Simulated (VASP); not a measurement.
A run of VASP 6.6.1:

File INCAR:

```
  ALGO = Normal
  EDIFF = 1E-6
  ENCUT = 520
  GGA = CA
  ISIF = 2
  ISMEAR = 1
  LASPH = True
  LCHARG = True
  LELF = True
  LREAL = False
  LVHAR = True
  LWAVE = False
  NBANDS = 9
  NELM = 80
  PREC = Accurate
  SIGMA = 0.15
```

The input KPOINTS:

```
k-points
0
Gamma
  6 6 6
```

The input POSCAR:

```
MgH2
1.0
    0.0000000000      2.3157991587      2.3157991587
    2.3157991587      0.0000000000      2.3157991587
    2.3157991587      2.3157991587      0.0000000000
Mg H
1 2
Direct
    0.0000000000      0.0000000000      0.0000000000
    0.7500000000      0.7500000000      0.7500000000
    0.2500000000      0.2500000000      0.2500000000
```

Potentials or basis: VASP PAW LDA potentials, release 64 (Mg, H).

The run is started by

```console
$ cat potpaw_LDA.64/Mg/POTCAR potpaw_LDA.64/H/POTCAR > POTCAR
$ mpirun -np 1 vasp_std > vasp.out
```

Hardware: 1 thread of Intel Xeon 6975P-C (shared host).

Q: Estimate the wall time of this run.

A: Run time: 4.4 s on 1 thread of Intel Xeon 6975P-C (shared host), peak memory 0.12 GiB. Counts: scf iterations 13, k points 16.
